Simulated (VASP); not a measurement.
Crystal: W3Br.

```
W Br
1.0
     4.62439    0.00000    0.00000
     0.00000    4.62439    0.00000
     0.00000    0.00000    4.47009
W Br
3 1
Direct
  0.00000 0.00000 0.00000
  0.00000 0.50000 0.50000
  0.50000 0.00000 0.50000
  0.50000 0.50000 0.50000
```

The cell was generated, and may not be a known phase.

- Program: VASP 6.6.1
- Task: relaxation of cell and atoms
- Functional: PBE
- Potentials or basis: VASP PAW PBE potentials, release 64 (W_sv, Br)
- Cutoff: 600 eV
- k mesh: 4 × 4 × 5
- Occupations: gaussian, width 0.2 eV
- Spin: no spin polarisation

At the start: pressure -11.1 GPa; volume 23.90 Å³/atom.

Where does the relaxation end?

Over 15 steps the energy falls by 1438.5 meV/atom and the volume is 17.78 Å³/atom (-25.6 %); space group P4/mmm (No. 123, to 0.1 Å) before and after.

The path:
```csv
step,energy change (eV),largest force (eV/Å),pressure (GPa),volume (Å³)
1,0.0000,0.0000,-11.05,95.59
2,-3.6764,0.0000,8.18,73.23
3,-4.2092,0.0000,22.40,67.13
4,-5.3669,0.0000,15.95,66.37
5,-5.4322,0.0000,17.11,65.90
6,-5.1772,0.0000,25.17,64.63
7,-5.4445,0.0000,18.08,65.69
8,-5.3934,0.0000,21.11,65.20
9,-5.4372,0.0000,19.22,65.46
10,-5.7355,0.0000,0.91,70.64
11,-5.7359,0.0000,0.38,70.83
12,-5.7430,0.0000,0.28,70.90
13,-5.7507,0.0000,0.14,71.01
14,-5.7523,0.0000,0.12,71.21
15,-5.7539,0.0000,0.08,71.12
```

Final structure:
```cif
data_structure
_symmetry_space_group_name_H-M 'P 1'
_symmetry_Int_Tables_number 1
_cell_length_a 5.0475
_cell_length_b 5.0475
_cell_length_c 2.7914
_cell_angle_alpha 90.000
_cell_angle_beta 90.000
_cell_angle_gamma 90.000
_cell_volume 71.12
loop_
_atom_site_label
_atom_site_type_symbol
_atom_site_fract_x
_atom_site_fract_y
_atom_site_fract_z
_atom_site_occupancy
W1 W 0.00000 0.00000 0.00000 1
W2 W 0.00000 0.50000 0.50000 1
W3 W 0.50000 0.00000 0.50000 1
Br1 Br 0.50000 0.50000 0.50000 1
```

Caveat: the volume moved by over 15 % at a fixed basis, so the end points are rough.
